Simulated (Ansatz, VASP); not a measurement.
## One calculation of PtSe2, two programs

The input INCAR:

```
PREC = Accurate
ENCUT = 520
EDIFF = 1E-6
ISMEAR = 0
SIGMA = 0.01
LREAL = False
LASPH = True
NELM = 60
ALGO = Normal
ISIF = 2
LWAVE = False
LCHARG = True
LDIPOL = True
IDIPOL = 3
DIPOL = 0.5 0.5 0.355
GGA = PE
LELF = True
LVHAR = True
LVACPOTAV = True
NBANDS = 18
```

Contents of KPOINTS:

```
Automatic mesh
0
Gamma
  12 12 1
```

The input POSCAR:

```
PtSe2
1.0
    3.7300000000      0.0000000000      0.0000000000
   -1.8650000000      3.2302747561      0.0000000000
    0.0000000000      0.0000000000     29.0400000032
Se Pt
2 1
Direct
    0.6666666667      0.3333333333      0.3096390682
    0.3333333333      0.6666666667      0.4004160281
    0.0000000000      0.0000000000      0.3550275482
```

Input for Ansatz:

```yaml
crystal:
  lattice:
    - [3.73, 0.0, 0.0]
    - [-1.865, 3.2302747561, 0.0]
    - [0.0, 0.0, 29.0400000032]
  atoms:
    - { symbol: Se, position: [0.6666666667, 0.3333333333, 0.3096390682] }
    - { symbol: Pt, position: [0.0, 0.0, 0.3550275482] }
    - { symbol: Se, position: [0.3333333333, 0.6666666667, 0.4004160281] }
  periodic: [true, true, false]
scf:
  occupations: { method: gaussian, width: 0.01 }
  n_extra_bands: 6
output:
  eigenvalues: true
kpoints:
  mp_grid: { grid: [12, 12, 1] }
hamiltonian:
  xc: pbe
```

Alike in both runs: task single point; functional PBE; k mesh 12 × 12 × 1; occupations gaussian, width 0.01 eV; no spin polarisation.

|  | VASP | Ansatz |
| --- | --- | --- |
| version | VASP 6.6.1 | Ansatz 0.2.0 |
| potentials or method | VASP PAW PBE potentials, release 64 (Se, Pt) | scalar-relativistic, plane waves, PAW |
| plane-wave cutoff (eV) | 520 | 420 |
| valence electrons in the cell | 22 | 50 |

```tsv
	VASP	Ansatz	Ansatz less VASP
gap on the k mesh at the Fermi level (eV)	1.38	1.39	+0.011
least direct gap on the mesh (eV)	1.62	1.64	+0.011
```

VASP's potentials hold 22 valence electrons a cell and Ansatz's 50, so a difference there can come from the potentials and not from the codes.

Neither program's run includes spin-orbit coupling.
